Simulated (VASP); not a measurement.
# Y3GaC (Pm-3m) in VASP: further runs

Y3GaC is run at these levels: LDA; tasks: single point.

Everything below comes from runs of VASP 6.6.1. Logs are shortened: lines on timing, memory, paths and dates and some standing lists are left out, and cuts for length are marked.

## 1. The cell of the first run

It takes space group Pm-3m (No. 221, cubic). The conventional cell has a = 4.854 Å, b = 4.854 Å, c = 4.854 Å, α = 90.00°, β = 90.00°, γ = 90.00°. Within 3.2 Å of Y (site symmetry 4/mmm) lie 2 C at 2.43 Å. Ga (site symmetry m-3m) has 12 Y at 3.43 Å and 8 C at 4.20 Å within 4.5 Å. Within 3.2 Å of C (site symmetry m-3m) lie 6 Y at 2.43 Å.

## 2. Single point, LDA

File INCAR:

```
PREC = Accurate
ENCUT = 520
EDIFF = 1E-6
ISMEAR = 0
SIGMA = 0.1
LREAL = False
LASPH = True
NELM = 60
ALGO = Normal
ISIF = 2
LWAVE = False
LCHARG = False
GGA = CA
NBANDS = 33
```

File KPOINTS:

```
Automatic mesh
0
Gamma
  2 2 2
```

File POSCAR:

```
Y3GaC
1.0
    4.8542860000      0.0000000000      0.0000000000
    0.0000000000      4.8542860000      0.0000000000
    0.0000000000      0.0000000000      4.8542860000
Y Ga C
3 1 1
Direct
    0.5000000000      0.0000000000      0.5000000000
    0.5000000000      0.5000000000      0.0000000000
    0.0000000000      0.5000000000      0.5000000000
    0.0000000000      0.0000000000      0.0000000000
    0.5000000000      0.5000000000      0.5000000000
```

Potentials or basis: VASP PAW LDA potentials, release 64 (Y_sv, Ga_d, C).

On the command line:

```sh
> cat potpaw_LDA.64/Y_sv/POTCAR potpaw_LDA.64/Ga_d/POTCAR potpaw_LDA.64/C/POTCAR > POTCAR
> mpirun -np 1 vasp_std > vasp.out
```

OUTCAR:

```text
PREC = Accurate
   ENCUT = 520
   EDIFF = 1E-6
   ISMEAR = 0
   LREAL = False
   LASPH = True
   NELM = 60
   ISIF = 2
   GGA = CA

 ion  position               nearest neighbor table
   1  0.500  0.000  0.500-   5 2.43   5 2.43   4 3.43   2 3.43   2 3.43   4 3.43   2 3.43   3 3.43
                             3 3.43   2 3.43   3 3.43   4 3.43   4 3.43   3 3.43
   2  0.500  0.500  0.000-   5 2.43   5 2.43   4 3.43   1 3.43   1 3.43   3 3.43   3 3.43   1 3.43
                             4 3.43   1 3.43   3 3.43   4 3.43   3 3.43   4 3.43
   3  0.000  0.500  0.500-   5 2.43   5 2.43   4 3.43   1 3.43   2 3.43   4 3.43   1 3.43   4 3.43
                             4 3.43   1 3.43   2 3.43   2 3.43   2 3.43   1 3.43
   4  0.000  0.000  0.000-   1 3.43   2 3.43   3 3.43   1 3.43   3 3.43   2 3.43   3 3.43   3 3.43
                             1 3.43   2 3.43   1 3.43   2 3.43
   5  0.500  0.500  0.500-   1 2.43   2 2.43   3 2.43   2 2.43   1 2.43   3 2.43

  LATTYP: Found a simple cubic cell.
 ALAT       =     4.8542860000

  Lattice vectors:

 A1 = (   4.8542860000,   0.0000000000,   0.0000000000)
 A2 = (   0.0000000000,   4.8542860000,   0.0000000000)
 A3 = (   0.0000000000,   0.0000000000,   4.8542860000)

Analysis of symmetry for initial positions (statically):
=====================================================================
 Subroutine PRICEL returns:
 Original cell was already a primitive cell.

 Routine SETGRP: Setting up the symmetry group for a
 simple cubic supercell.

 Subroutine GETGRP returns: Found 48 space group operations
 (whereof 48 operations were pure point group operations)
 out of a pool of 48 trial point group operations.

The static configuration has the point symmetry O_h .

Analysis of symmetry for dynamics (positions and initial velocities):
=====================================================================
 Subroutine PRICEL returns:
 Original cell was already a primitive cell.

 Routine SETGRP: Setting up the symmetry group for a
 simple cubic supercell.

 Subroutine GETGRP returns: Found 48 space group operations
 (whereof 48 operations were pure point group operations)
 out of a pool of 48 trial point group operations.

The dynamic configuration has the point symmetry O_h .

 Subroutine INISYM returns: Found 48 space group operations
 (whereof 48 operations are pure point group operations),
 and found     1 'primitive' translations

----------------------------------------------------------------------------------------

                                     Primitive cell

  volume of cell :     114.3868

  direct lattice vectors                    reciprocal lattice vectors
     4.854286000  0.000000000  0.000000000     0.206003519  0.000000000  0.000000000
     0.000000000  4.854286000  0.000000000     0.000000000  0.206003519  0.000000000
     0.000000000  0.000000000  4.854286000     0.000000000  0.000000000  0.206003519

  length of vectors
     4.854286000  4.854286000  4.854286000     0.206003519  0.206003519  0.206003519

  position of ions in fractional coordinates (direct lattice)
     0.500000000  0.000000000  0.500000000
     0.500000000  0.500000000  0.000000000
     0.000000000  0.500000000  0.500000000
     0.000000000  0.000000000  0.000000000
     0.500000000  0.500000000  0.500000000

  ion indices of the primitive-cell ions
   primitive index   ion index
                 1           1
                 2           2
                 3           3
                 4           4
                 5           5

----------------------------------------------------------------------------------------

 KPOINTS: Automatic mesh

Automatic generation of k-mesh.
 Grid dimensions read from file:
 generate k-points for:    2    2    2

 Generating k-lattice:

  Cartesian coordinates                     Fractional coordinates (reciprocal lattice)
     0.103001760  0.000000000  0.000000000     0.500000000  0.000000000  0.000000000
     0.000000000  0.103001760  0.000000000     0.000000000  0.500000000  0.000000000
     0.000000000  0.000000000  0.103001760     0.000000000  0.000000000  0.500000000

  Length of vectors
     0.103001760  0.103001760  0.103001760

  Shift w.r.t. Gamma in fractional coordinates (k-lattice)
     0.000000000  0.000000000  0.000000000

 Subroutine IBZKPT returns following result:
 ===========================================

 Found      4 irreducible k-points:

 Following reciprocal coordinates:
            Coordinates               Weight
  0.000000  0.000000  0.000000      1.000000
  0.500000  0.000000  0.000000      3.000000
  0.500000  0.500000  0.000000      3.000000
  0.500000  0.500000  0.500000      1.000000
   k-points           NKPTS =      4   k-points in BZ     NKDIM =      4   number of bands    NBANDS=     33
   number of dos      NEDOS =    301   number of ions     NIONS =      5
   total plane-waves  NPLWV =  46656
   dimension x,y,z NGX =    36 NGY =   36 NGZ =   36
   dimension x,y,z NGXF=    72 NGYF=   72 NGZF=   72
   ions per type =               3   1   1
   NGX,Y,Z   is equivalent  to a cutoff of  12.33, 12.33, 12.33 a.u.
   NGXF,Y,Z  is equivalent  to a cutoff of  24.66, 24.66, 24.66 a.u.
 SYSTEM =  unknown system
   PREC   = accura    normal or accurate (medium, high low for compatibility)
   ISTART =      0    job   : 0-new  1-cont  2-samecut
   ICHARG =      2    charge: 1-file 2-atom 10-const
   ISPIN  =      1    spin polarized calculation?
   LNONCOLLINEAR =      F non collinear calculations
   LSORBIT =      F    spin-orbit coupling
   LASPH  =      T    aspherical Exc in radial PAW
   ENCUT  =  520.0 eV  38.22 Ry    6.18 a.u.   9.03  9.03  9.03*2*pi/ulx,y,z
   NELM   =     60;   NELMIN=  2; NELMDL= -5     # of ELM steps
   EDIFF  = 0.1E-05   stopping-criterion for ELM
   LREAL  =      F    real-space projection
   EDIFFG = 0.1E-04   stopping-criterion for IOM
   NSW    =      0    number of steps for IOM
   IBRION =     -1    ionic relax: 0-MD 1-quasi-New 2-CG
   NFREE  =      0    steps in history (QN), initial steepest desc. (CG)
   ISIF   =      2    stress and relaxation
   ISYM   =      2    0-nonsym 1-usesym 2-fastsym
   POTIM  = 0.5000    time-step for ionic-motion
   TEBEG  =    0.0;   TEEND  =   0.0 temperature during run
   PSTRESS=    0.0 pullay stress
   NELECT =      50.0000    total number of electrons
   NUPDOWN=      -1.0000    fix difference up-down
   EMIN   =  10.00;   EMAX   =-10.00  energy-range for DOS
   EFERMI =   0.00;   METHOD = LEGACY
   ISMEAR =     0;   SIGMA  =   0.10  broadening in eV -4-tet -1-fermi 0-gaus
   EFERMI_NEDOS =   21; number of points for ismear=-14 and -15
   IALGO  =     38    algorithm
   IMIX   =      4    mixing-type and parameters
     AMIX     =   0.40;   BMIX     =  1.00
     AMIX_MAG =   1.60;   BMIX_MAG =  1.00
  volume/ion in A,a.u.               =      22.88       154.38
  Fermi-wavevector in a.u.,A,eV,Ry     =   1.242433  2.347857 21.002477  1.543639
  Thomas-Fermi vector in A             =   2.376787
   LORBIT       =      0    0 simple, 1 ext, 2 COOP (PROOUT), +10 PAW based schemes
   GGA     = CA    functional components
   LHFCALC =     F    Hartree Fock is set to
   AEXX    =    0.0000 exact exchange contribution
   IVDW    =     0    specifies the selected vdW correction
   LEPSILON=     F    determine dielectric tensor
   LRPA    =     F    only Hartree local field effects (RPA)
 non-spin polarized calculation
 Gauss-broadening in eV      SIGMA  =   0.10
  energy-cutoff  :      520.00
  volume of cell :      114.39
 maximum number of plane-waves:      3112
   NGX = 19   NGY = 19   NGZ = 19

 number of electron      50.0000016 magnetization

 Free energy of the ion-electron system (eV)
  ---------------------------------------------------
  ext. energy  EPLUGINS =         0.00000000
  ---------------------------------------------------
  free energy    TOTEN  =       -36.41098812 eV

  energy without entropy =      -36.38428234  energy(sigma->0) =      -36.39763523

 E-fermi :   3.2734     XC(G=0): -10.3748

 val. band max:        3.1359610076   @ k =   0.5000   0.5000   0.5000
 cond. band min:       3.2940327792   @ k =   0.0000   0.0000   0.0000
 fundamental gap:      0.1580717716
 Fermi energy:         3.2734150792

 k-point     1 :       0.0000    0.0000    0.0000
  band No.  band energies     occupation
      1     -38.4893      2.00000
      2     -38.3683      2.00000
      3     -38.3683      2.00000
      4     -18.9174      2.00000
      5     -18.9174      2.00000
      6     -18.9174      2.00000
[... 25 lines left out ...]
     32       6.8399      0.00000
     33       6.8399      0.00000

 k-point     2 :       0.5000    0.0000    0.0000
  band No.  band energies     occupation
      1     -38.4490      2.00000
      2     -38.4086      2.00000
      3     -38.3680      2.00000
      4     -18.8020      2.00000
      5     -18.8020      2.00000
      6     -18.6973      2.00000
[... 25 lines left out ...]
     32       6.5699      0.00000
     33       6.8557      0.00000

 k-point     3 :       0.5000    0.5000    0.0000
  band No.  band energies     occupation
      1     -38.4084      2.00000
      2     -38.4082      2.00000
      3     -38.4082      2.00000
      4     -18.9171      2.00000
      5     -18.8871      2.00000
      6     -18.6376      2.00000
[... 25 lines left out ...]
     32       6.8103      0.00000
     33       7.6058      0.00000

 k-point     4 :       0.5000    0.5000    0.5000
  band No.  band energies     occupation
      1     -38.4078      2.00000
      2     -38.4078      2.00000
      3     -38.4078      2.00000
      4     -19.2223      2.00000
      5     -18.8833      2.00000
      6     -18.8833      2.00000
[... 25 lines left out ...]
     32       6.9205      0.00000
     33       7.5313      0.00000

------------------------ aborting loop because EDIFF is reached ----------------------------------------

  FORCE on cell =-STRESS in cart. coord.  units (eV):
  Direction    XX          YY          ZZ          XY          YZ          ZX
  --------------------------------------------------------------------------------------
  -------------------------------------------------------------------------------------
  Total       -2.5962901     -2.5962901     -2.5962901      0.0000000      0.0000000     -0.0000000
  in kB      -36.3653461    -36.3653461    -36.3653461      0.0000000      0.0000000     -0.0000000
  external PRESSURE =     -36.3653461 kB  Pullay stress =       0.0000000 kB

 VOLUME and BASIS-vectors are now :
 -----------------------------------------------------------------------------
  energy-cutoff  :      520.00
  volume of cell :      114.39
      direct lattice vectors                 reciprocal lattice vectors
     4.854286000  0.000000000  0.000000000     0.206003519  0.000000000  0.000000000
     0.000000000  4.854286000  0.000000000     0.000000000  0.206003519  0.000000000
     0.000000000  0.000000000  4.854286000     0.000000000  0.000000000  0.206003519

 POSITION                                       TOTAL-FORCE (eV/Angst)
 -----------------------------------------------------------------------------------
      2.42714      0.00000      2.42714         0.000000      0.000000      0.000000
      2.42714      2.42714      0.00000         0.000000      0.000000      0.000000
      0.00000      2.42714      2.42714         0.000000      0.000000      0.000000
      0.00000      0.00000      0.00000         0.000000      0.000000      0.000000
      2.42714      2.42714      2.42714         0.000000      0.000000      0.000000
 -----------------------------------------------------------------------------------
    total drift:                                0.000000      0.000000      0.000000

  FREE ENERGIE OF THE ION-ELECTRON SYSTEM (eV)
  ---------------------------------------------------
  free  energy   TOTEN  =       -36.4109881232 eV

  energy  without entropy=      -36.3842823388  energy(sigma->0) =      -36.39763523
```

Wall time 7.7 s (1 thread of Intel Xeon 6975P-C (Granite Rapids), shared host); peak memory 0.18 GiB.

Results:

| Property | Result |
| --- | --- |
| Free energy | -36.4110 eV |
| Pressure | -3.6 GPa |
| Band gap on the k mesh | zero (filled and empty bands touch) |

Levels at points of the mesh, in eV from the Fermi level:
```csv
k point,band 22,band 23,band 24,band 25,band 26,band 27,band 28,band 29
"(0.00, 0.00, 0.00)",-0.14,-0.14,-0.14,0.02,0.02,0.02,1.95,1.95
"(0.50, 0.00, 0.00)",-0.70,-0.70,-0.26,-0.26,0.44,1.02,2.19,2.56
"(0.50, 0.50, 0.00)",-1.28,-1.00,-1.00,-0.51,1.86,1.86,2.06,2.06
"(0.50, 0.50, 0.50)",-3.29,-0.14,-0.14,-0.14,1.59,1.59,1.59,2.16
```

Caveat: the k points lie up to 0.65 Å⁻¹ apart.

(Continued in part 2 of 2.)
